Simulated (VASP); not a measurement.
Crystal: CdSe.

```
Cd Se
1.0
     3.53310    0.00000    0.00000
     0.00000    3.53310    0.00000
     0.00000    0.00000    3.53310
Cd Se
1 1
Cartesian
  0.0000 0.0000 0.0000
  1.7666 1.7666 1.7666
```

Base run:

| Property | Result |
| --- | --- |
| Program | VASP 6.6.1 |
| Functional | PBE |
| Potentials or basis | VASP PAW PBE potentials, release 64 (Cd, Se) |
| Cutoff | 520 eV |
| k mesh | 6 × 6 × 6 |
| Occupations | fermi-dirac, width 0.02 eV |
| Spin | no spin polarisation |

Its results: pressure 1.4 GPa.

**Question.** The run is repeated on the same cell with these changes: spin from no spin polarisation to collinear spin, ferromagnetic start; further incar settings from ALGO = Normal; EDIFF = 1e-07; NBANDS = 16 to ALGO = Normal; EDIFF = 1e-06; NBANDS = 20. What comes out?

**Answer.** Pressure 1.5 GPa; net moment 0.12 μB per cell; site moments Cd +0.00; Se +0.08 μB.
